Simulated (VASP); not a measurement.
Crystal: BeSe4.

```
CELL_PARAMETERS angstrom
4.94299 0.00000 0.00000
0.00000 4.94299 0.00000
0.00000 0.00000 6.01430
ATOMIC_POSITIONS crystal
Be 0.50000 0.50000 0.50000
Se 0.00000 0.00000 0.50000
Se 0.00000 0.50000 0.00000
Se 0.50000 0.00000 0.00000
Se 0.50000 0.50000 0.00000
```

* Program: VASP 6.6.1
* Task: relaxation of cell and atoms
* Functional: PBE
* Potentials or basis: VASP PAW PBE potentials, release 64 (Be, Se)
* Cutoff: 600 eV
* k mesh: 4 × 4 × 4
* Occupations: gaussian, width 0.1 eV
* Spin: no spin polarisation

At the start: pressure -2.0 GPa; volume 29.39 Å³/atom.

Task: How do energy, volume and symmetry change on relaxing?

Result: Over 11 steps the energy falls by 497.9 meV/atom and the volume is 22.74 Å³/atom (-22.6 %); space group P4/mmm (No. 123, to 0.05 Å).

The path:
```csv
step,energy change (eV),largest force (eV/Å),pressure (GPa),volume (Å³)
1,0.0000,0.0000,-1.97,146.95
2,-0.4056,0.0000,-2.03,139.21
3,-1.8810,0.0000,0.26,117.64
4,11.0703,0.0000,90.94,72.49
5,-2.0566,0.0000,1.08,114.44
6,-2.2564,0.0000,7.01,102.57
7,-2.2957,0.0000,4.44,106.58
8,-2.4371,0.0000,2.79,108.45
9,-2.4400,0.0000,2.92,108.27
10,-2.4865,0.0000,0.75,112.21
11,-2.4897,0.0000,0.04,113.68
```

Final structure:
```yaml
crystal:
  lattice:
    - [5.21532, 0.00000, 0.00000]
    - [0.00000, 5.21532, 0.00000]
    - [0.00000, 0.00000, 4.17945]
  atoms:
    - { symbol: Be, position: [0.50000, 0.50000, 0.50000] }
    - { symbol: Se, position: [0.00000, 0.00000, 0.50000] }
    - { symbol: Se, position: [0.00000, 0.50000, 0.00000] }
    - { symbol: Se, position: [0.50000, 0.00000, 0.00000] }
    - { symbol: Se, position: [0.50000, 0.50000, 0.00000] }
```

Caveat: the volume moved by over 15 % at a fixed basis, so the end points are rough.
